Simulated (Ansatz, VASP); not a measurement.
Two plane-wave programs on MnO2

File INCAR:

```
ALGO     = Normal         # electronic algorithm
EDIFF    = 1E-6           # SCF threshold, eV
ENCUT    = 520            # plane-wave cutoff, eV
GGA      = PE             # functional
ISIF     = 2              # what is computed and relaxed
ISMEAR   = -1             # smearing method
ISPIN    = 2              # spin polarisation
LASPH    = T              # aspherical terms in the spheres
LCHARG   = T              # write CHGCAR
LELF     = T              # ELF
LMAXMIX  = 4              # l up to which the mixer works
LORBIT   = 11             # projections on sites
LREAL    = F              # projectors in reciprocal space
LVHAR    = T            
LWAVE    = F              # write WAVECAR
MAGMOM   = 4 0 0          # initial moments
NBANDS   = 24             # bands
NELM     = 150            # most SCF steps
PREC     = Accurate       # precision mode
SIGMA    = 0.05           # smearing width, eV
```

The input KPOINTS:

```
k-points
0
Gamma
  11 11 11
```

File POSCAR:

```
MnO2
1.0
    1.4091292993      0.8135611802      4.5219789117
   -1.4091292993      0.8135611802      4.5219789117
    0.0000000000     -1.6271223606      4.5219789117
Mn O
1 2
Direct
    0.0000000000      0.0000000000      0.0000000000
    0.7356355100      0.7356355100      0.7356355100
    0.2643644900      0.2643644900      0.2643644900
```

File input.yaml:

```yaml
crystal:
  lattice:
    - [1.4091292993, 0.8135611802, 4.5219789117]
    - [-1.4091292993, 0.8135611802, 4.5219789117]
    - [0.0, -1.6271223606, 4.5219789117]
  atoms:
    - { symbol: Mn, position: [0.0, 0.0, 0.0], spin: 4.0 }
    - { symbol: O, position: [0.73563551, 0.73563551, 0.73563551] }
    - { symbol: O, position: [0.26436449, 0.26436449, 0.26436449] }
hamiltonian:
  xc: pbe
  pseudopotentials: { kind: paw }
magnetization:
  spin_polarized: true
kpoints:
  mp_grid: { grid: [11, 11, 11] }
scf:
  occupations: { method: fermi_dirac, width: 0.05 }
output:
  forces: true
  stress: true
  eigenvalues: true
```

Alike in both runs: task single point; functional PBE; k mesh 11 × 11 × 11; occupations fermi-dirac, width 0.05 eV; collinear spin.

|  | VASP | Ansatz |
| --- | --- | --- |
| version | VASP 6.6.1 | Ansatz 0.2.0 |
| potentials or method | VASP PAW PBE potentials, release 64 (Mn_pv, O) | Ansatz PAW |
| plane-wave cutoff (eV) | 520 | 420 |
| valence electrons in the cell | 25 | 27 |

```tsv
	VASP	Ansatz	Ansatz less VASP
gap on the k mesh at the Fermi level (eV)	0.69	0.73	+0.037
least direct gap on the mesh (eV)	0.75	0.79	+0.037
pressure (GPa)	15.4	14.3	-1.11
traceless stress, the component that is largest in VASP (GPa)	-3.61	-3.15	+0.462
rms of the force components (eV/Å)	0.445	0.397	-0.0480
net moment per atom (μB)	1.00	1.00	0.000
size of the moment on the site where the two differ most (μB)	2.80	2.44	-0.356
```

Site moments also hang on the region over which each program counts them. Atom by atom the forces differ by 0.048 eV/Å (rms over components). VASP's potentials hold 25 valence electrons a cell and Ansatz's 27, so a difference there can come from the potentials and not from the codes.

Noted on Ansatz's run: odd divisions of the mesh miss points on the zone boundary, where band edges often lie, so the gap on the mesh can be too wide.
